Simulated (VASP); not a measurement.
Set up this calculation in VASP 6.6.1, as the native input.

| Item | Value |
| --- | --- |
| Task | single point |
| Functional | PBE |
| Potentials or basis | VASP PAW PBE potentials, release 64 (Mg, V_sv) |
| Cutoff | 520 eV |
| k mesh | 4 × 4 × 4 |
| Occupations | gaussian, width 0.1 eV |
| Spin | collinear spin, ferromagnetic start |
| Starting moments | [0.0, 0.0, 0.0, 0.0, 0.0, 0.0, 0.0, 2.0] μB |
| Dipole correction | no |
| Further INCAR settings | ALGO = Normal; EDIFF = 1e-06; NBANDS = 28 |

The structure of Mg7V lies in POSCAR:

```
Mg7V
1.0
    0.0000000000      4.3617080000      4.3617080000
    4.3617080000      0.0000000000      4.3617080000
    4.3617080000      4.3617080000      0.0000000000
Mg V
7 1
Direct
    0.5000000000      0.5000000000      0.5000000000
    0.0000000000      0.0000000000      0.5000000000
    0.5000000000      0.0000000000      0.5000000000
    0.0000000000      0.5000000000      0.5000000000
    0.5000000000      0.5000000000      0.0000000000
    0.0000000000      0.5000000000      0.0000000000
    0.5000000000      0.0000000000      0.0000000000
    0.0000000000      0.0000000000      0.0000000000
```

The input as run:

INCAR

```
ALGO     = Normal         # electronic algorithm
EDIFF    = 1E-6           # SCF threshold, eV
ENCUT    = 520            # plane-wave cutoff, eV
GGA      = PE             # functional
ISIF     = 2              # what is computed and relaxed
ISMEAR   = 0              # smearing method
ISPIN    = 2              # spin polarisation
LASPH    = True           # aspherical terms in the spheres
LCHARG   = False          # write CHGCAR
LMAXMIX  = 4              # l up to which the mixer works
LORBIT   = 11             # projections on sites
LREAL    = False          # projectors in reciprocal space
LWAVE    = False          # write WAVECAR
MAGMOM   = 0 0 0 0 0 0 0 2 # initial moments
NBANDS   = 28             # bands
NELM     = 150            # most SCF steps
PREC     = Accurate       # precision mode
SIGMA    = 0.1            # smearing width, eV
```

KPOINTS

```
k-points
0
Gamma
  4 4 4
```

Potentials or basis: VASP PAW PBE potentials, release 64 (Mg, V_sv).

Run with:

```bash
$ cat potpaw_PBE.64/Mg/POTCAR potpaw_PBE.64/V_sv/POTCAR > POTCAR
$ mpirun -np 1 vasp_std > vasp.out
```

It gave:

The pressure is 1.8 GPa, the net moment is 2.60 μB per cell and the site moments are Mg -0.01; V +2.45 μB. The valence electrons inside the program's atomic spheres are Mg 0.38, 0.37 (each value once); V 11.30.

Run time: 4 min on 1 thread of Intel(R) Xeon(R) Platinum 8259CL CPU @ 2.50GHz (Skylake/Cascade Lake), with other jobs on the host, peak memory 0.41 GiB.
